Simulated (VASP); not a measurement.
# C (Fd-3m) in VASP: single point with r2SCAN

Aim: the single point of C with r2SCAN.

Everything below comes from runs of VASP 6.6.1. Logs are shortened: lines on timing, memory, paths and dates and some standing lists are left out, and cuts for length are marked.

### 1 The cell of the first run

Symmetry: Fd-3m, No. 227, cubic system. Conventional cell: a = 3.560 Å, b = 3.560 Å, c = 3.560 Å, α = 90.00°, β = 90.00°, γ = 90.00°. C (site symmetry -43m) has 4 C at 1.54 Å within 2.1 Å.

### 2 Single point, r2SCAN

File POSCAR:

```
C
1.0
    0.0000000000      1.7801449970      1.7801449970
    1.7801449970      0.0000000000      1.7801449970
    1.7801449970      1.7801449970      0.0000000000
C
2
Direct
    0.0000000000      0.0000000000      0.0000000000
    0.2500000000      0.2500000000      0.2500000000
```

File INCAR.step1:

```
SYSTEM = C
PREC = Accurate ; ENCUT = 660
ISMEAR = 0 ; SIGMA = 0.02
LREAL = .FALSE. ; LASPH = .TRUE.
NELM = 120 ; NBANDS = 11
GGA = PE ; ALGO = Normal
EDIFF = 1E-5 ; LWAVE = .TRUE.
LCHARG = .FALSE. ; GGA_COMPAT = .FALSE.
```

File INCAR.step2:

```
SYSTEM = C
PREC = Accurate ; ENCUT = 660
EDIFF = 1E-6 ; ISMEAR = 0
SIGMA = 0.02 ; LREAL = .FALSE.
LASPH = .TRUE. ; NELM = 120
ALGO = Normal ; ISIF = 2
LWAVE = .FALSE. ; LCHARG = .FALSE.
METAGGA = R2SCAN ; LMIXTAU = .TRUE.
NBANDS = 11 ; ISTART = 1
GGA_COMPAT = .FALSE.
```

File KPOINTS:

```
regular mesh
0
G
  12 12 12
  0 0 0
```

Potentials or basis: VASP PAW PBE potentials, release 64 (C).

On the command line:

```bash
$ cat potpaw_PBE.64/C/POTCAR > POTCAR
$ cp INCAR.step1 INCAR
$ mpirun -np 1 vasp_std > vasp.out
$ cp INCAR.step2 INCAR
$ mpirun -np 1 vasp_std > vasp.out
```

OUTCAR:

```text
SYSTEM = C
   PREC = Accurate
   ENCUT = 660
   EDIFF = 1E-6
   ISMEAR = 0
   LREAL = .FALSE.
   LASPH = .TRUE.
   NELM = 120
   ISIF = 2
   METAGGA = R2SCAN
   ISTART = 1

 ion  position               nearest neighbor table
   1  0.000  0.000  0.000-   2 1.54   2 1.54   2 1.54   2 1.54
   2  0.250  0.250  0.250-   1 1.54   1 1.54   1 1.54   1 1.54

  LATTYP: Found a face centered cubic cell.
 ALAT       =     3.5602899940

  Lattice vectors:

 A1 = (   0.0000000000,   1.7801449970,   1.7801449970)
 A2 = (   1.7801449970,   0.0000000000,   1.7801449970)
 A3 = (   1.7801449970,   1.7801449970,   0.0000000000)

Analysis of symmetry for initial positions (statically):
=====================================================================
 Subroutine PRICEL returns:
 Original cell was already a primitive cell.

 Routine SETGRP: Setting up the symmetry group for a
 face centered cubic supercell.

 Subroutine GETGRP returns: Found 48 space group operations
 (whereof 24 operations were pure point group operations)
 out of a pool of 48 trial point group operations.

The static configuration has the point symmetry T_d .
 The point group associated with its full space group is O_h .

Analysis of symmetry for dynamics (positions and initial velocities):
=====================================================================
 Subroutine PRICEL returns:
 Original cell was already a primitive cell.

 Routine SETGRP: Setting up the symmetry group for a
 face centered cubic supercell.

 Subroutine GETGRP returns: Found 48 space group operations
 (whereof 24 operations were pure point group operations)
 out of a pool of 48 trial point group operations.

The dynamic configuration has the point symmetry T_d .
 The point group associated with its full space group is O_h .

 Subroutine INISYM returns: Found 48 space group operations
 (whereof 24 operations are pure point group operations),
 and found     1 'primitive' translations

----------------------------------------------------------------------------------------

                                     Primitive cell

  volume of cell :      11.2823

  direct lattice vectors                    reciprocal lattice vectors
     0.000000000  1.780144997  1.780144997    -0.280875997  0.280875997  0.280875997
     1.780144997  0.000000000  1.780144997     0.280875997 -0.280875997  0.280875997
[... 91 lines left out ...]
   ISIF   =      2    stress and relaxation
   ISYM   =      2    0-nonsym 1-usesym 2-fastsym
   POTIM  = 0.5000    time-step for ionic-motion
   TEBEG  =    0.0;   TEEND  =   0.0 temperature during run
   PSTRESS=    0.0 pullay stress
   NELECT =       8.0000    total number of electrons
   NUPDOWN=      -1.0000    fix difference up-down
   EMIN   =  10.00;   EMAX   =-10.00  energy-range for DOS
   EFERMI =   0.00;   METHOD = LEGACY
   ISMEAR =     0;   SIGMA  =   0.02  broadening in eV -4-tet -1-fermi 0-gaus
   EFERMI_NEDOS =   21; number of points for ismear=-14 and -15
   IALGO  =     38    algorithm
   IMIX   =      4    mixing-type and parameters
     AMIX     =   0.40;   BMIX     =  1.00
     AMIX_MAG =   1.60;   BMIX_MAG =  1.00
  volume/ion in A,a.u.               =       5.64        38.07
  Fermi-wavevector in a.u.,A,eV,Ry     =   1.459843  2.758703 28.995937  2.131141
  Thomas-Fermi vector in A             =   2.576362
   LORBIT       =      0    0 simple, 1 ext, 2 COOP (PROOUT), +10 PAW based schemes
   METAGGA = R2SCAN    functional components
   LHFCALC =     F    Hartree Fock is set to
   AEXX    =    0.0000 exact exchange contribution
   IVDW    =     0    specifies the selected vdW correction
   LEPSILON=     F    determine dielectric tensor
   LRPA    =     F    only Hartree local field effects (RPA)
 non-spin polarized calculation
 Gauss-broadening in eV      SIGMA  =   0.02
  energy-cutoff  :      660.00
  volume of cell :       11.28
 maximum number of plane-waves:       448
 NGX is ok and might be reduce to    24
   NGX = 11   NGY = 11   NGZ = 11

 number of electron       8.0000000 magnetization

 Free energy of the ion-electron system (eV)
  ---------------------------------------------------
  ext. energy  EPLUGINS =         0.00000000
  ---------------------------------------------------
  free energy    TOTEN  =       -19.66915704 eV

  energy without entropy =      -19.66915704  energy(sigma->0) =      -19.66915704

 E-fermi :   9.9602     XC(G=0): -14.2867

 val. band max:        9.7888294436   @ k =   0.0000   0.0000   0.0000
 cond. band min:      14.1454664577   @ k =   0.3333   0.3333   0.0000
 fundamental gap:      4.3566370141
 Fermi energy:         9.9602454612

 k-point     1 :       0.0000    0.0000    0.0000
  band No.  band energies     occupation
      1     -12.9800      2.00000
      2       9.7888      2.00000
      3       9.7888      2.00000
      4       9.7888      2.00000
      5      15.6398      0.00000
      6      15.6398      0.00000
      7      15.6398      0.00000
      8      23.7361      0.00000
      9      30.2621      0.00000
     10      37.2388      0.00000
     11      37.2388      0.00000
[... 309 lines left out ...]
 k-point    24 :      -0.4167    0.1667    0.0000
  band No.  band energies     occupation
      1      -6.5555      2.00000
      2      -3.4592      2.00000
      3       3.9478      2.00000
      4       5.9618      2.00000
      5      17.7172      0.00000
      6      20.5882      0.00000
      7      21.5760      0.00000
      8      26.2404      0.00000
      9      30.4116      0.00000
     10      35.1218      0.00000
     11      35.8894      0.00000

 [... further k-points ...]

------------------------ aborting loop because EDIFF is reached ----------------------------------------

  FORCE on cell =-STRESS in cart. coord.  units (eV):
  Direction    XX          YY          ZZ          XY          YZ          ZX
  --------------------------------------------------------------------------------------
  -------------------------------------------------------------------------------------
  Total        0.0093762      0.0093762      0.0093762      0.0000000      0.0000000     -0.0000000
  in kB        1.3314997      1.3314997      1.3314997      0.0000000      0.0000000     -0.0000000
  external PRESSURE =       1.3314997 kB  Pullay stress =       0.0000000 kB

 VOLUME and BASIS-vectors are now :
 -----------------------------------------------------------------------------
  energy-cutoff  :      660.00
  volume of cell :       11.28
      direct lattice vectors                 reciprocal lattice vectors
     0.000000000  1.780144997  1.780144997    -0.280875997  0.280875997  0.280875997
     1.780144997  0.000000000  1.780144997     0.280875997 -0.280875997  0.280875997
     1.780144997  1.780144997  0.000000000     0.280875997  0.280875997 -0.280875997

 POSITION                                       TOTAL-FORCE (eV/Angst)
 -----------------------------------------------------------------------------------
      0.00000      0.00000      0.00000         0.000000      0.000000      0.000000
      0.89007      0.89007      0.89007        -0.000000     -0.000000     -0.000000
 -----------------------------------------------------------------------------------
    total drift:                               -0.000000     -0.000000      0.000000

  FREE ENERGIE OF THE ION-ELECTRON SYSTEM (eV)
  ---------------------------------------------------
  free  energy   TOTEN  =       -19.6691570445 eV

  energy  without entropy=      -19.6691570445  energy(sigma->0) =      -19.66915704
```

Wall time 35 s (1 thread of Intel Xeon Platinum 8488C (Sapphire Rapids), shared host); peak memory 0.14 GiB.

Results:

```yaml
Free_energy: -19.6692 eV
Pressure: 0.1 GPa
Band_gap_on_the_k_mesh: 4.36 eV, indirect (least direct gap 5.85 eV)
```

Caveat: the PAW data sets were made with another functional, which shifts forces and pressure a little. r2SCAN opens gaps a little over a GGA but as a rule still falls short of measured ones.
